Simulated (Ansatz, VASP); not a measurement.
Two plane-wave programs on Au

```
Au
1.0
     2.91921    0.00000    0.00000
    -1.45960    2.52811    0.00000
     0.00000    0.00000    4.91232
Au
2
Direct
  0.66667 0.33333 0.25000
  0.33333 0.66667 0.75000
```

Alike in both runs: task single point; functional PBE0; k mesh 6 × 6 × 4; occupations fermi-dirac, width 0.05 eV; no spin polarisation.

|  | VASP | Ansatz |
| --- | --- | --- |
| version | VASP 6.6.1 | Ansatz 0.2.0 |
| potentials or method | VASP PAW PBE potentials, release 64 (Au) | Ansatz PAW |
| plane-wave cutoff (eV) | 520 | 420 |
| valence electrons in the cell | 22 | 38 |

Ansatz gave:

```
gap on the k mesh at the Fermi level (eV)                     : none
pressure (GPa)                                                : -2.2
traceless stress, the component that is largest in VASP (GPa) : -5.13
```

What did VASP give for the same quantities?

gap on the k mesh at the Fermi level (eV): none; pressure (GPa): -2.3; traceless stress, the component that is largest in VASP (GPa): -5.16.

A gap of «none» marks a metal or a gap that the smearing closes. VASP's potentials hold 22 valence electrons a cell and Ansatz's 38, so a difference there can come from the potentials and not from the codes.

The k mesh is coarse, so the values compare programs but aren't converged. Neither program's run includes spin-orbit coupling.
